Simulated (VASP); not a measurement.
Input of a VASP 6.6.1 run:

INCAR

```
SYSTEM = GaN
PREC = Accurate
ENCUT = 520
EDIFF = 1E-7
ISMEAR = 0
SIGMA = 0.05
LREAL = .FALSE.
LASPH = .TRUE.
NELM = 80
ALGO = Normal
ISIF = 2
LWAVE = .FALSE.
LCHARG = .FALSE.
GGA = PE
NBANDS = 66
```

KPOINTS

```
Automatic mesh
0
G
  12 12 2
  0 0 0
```

Contents of POSCAR:

```
GaN
1.0
    3.2162589205      0.0000000000      0.0000000000
   -1.6081294603      2.7853619303      0.0000000000
    0.0000000000      0.0000000000     15.7563864720
Ga N
6 6
Direct
    0.0000000000      0.0000000000      0.0000000000
    0.3333333333      0.6666666667      0.1666666667
    0.6666666667      0.3333333333      0.3333333333
    0.0000000000      0.0000000000      0.6250000000
    0.3333333333      0.6666666667      0.7916666667
    0.6666666667      0.3333333333      0.9583333333
    0.0000000000      0.0000000000      0.1250000000
    0.3333333333      0.6666666667      0.2916666667
    0.6666666667      0.3333333333      0.4583333333
    1.0000000000      0.0000000000      0.5000000000
    0.3333333333      0.6666666667      0.6666666667
    0.6666666667      0.3333333333      0.8333333333
```

Potentials or basis: VASP PAW PBE potentials, release 64 (Ga_d, N).

The run is started by

```bash
$ cat potpaw_PBE.64/Ga_d/POTCAR potpaw_PBE.64/N/POTCAR > POTCAR
$ mpirun -np 1 vasp_std > vasp.out
```

Task: What does it give for the pressure?

Result: 19.1 GPa.

Task: Predict the largest force.

Result: 9.013 eV/Å.

Task: Estimate the band gap on the k mesh.

Result: Zero (bands 54 and 55 overlap by 0.94 eV).

Forces on the atoms (eV/Å):
```
Ga   0.000  0.000  9.013
Ga   0.000  0.000  0.090
Ga   0.000  0.000 -0.059
Ga   0.000  0.000  0.059
Ga   0.000  0.000 -0.090
Ga   0.000  0.000 -9.013
N    0.000  0.000  0.479
N    0.000  0.000  0.107
N    0.000  0.000  3.490
N    0.000  0.000 -3.490
N    0.000  0.000 -0.107
N    0.000  0.000 -0.479
```
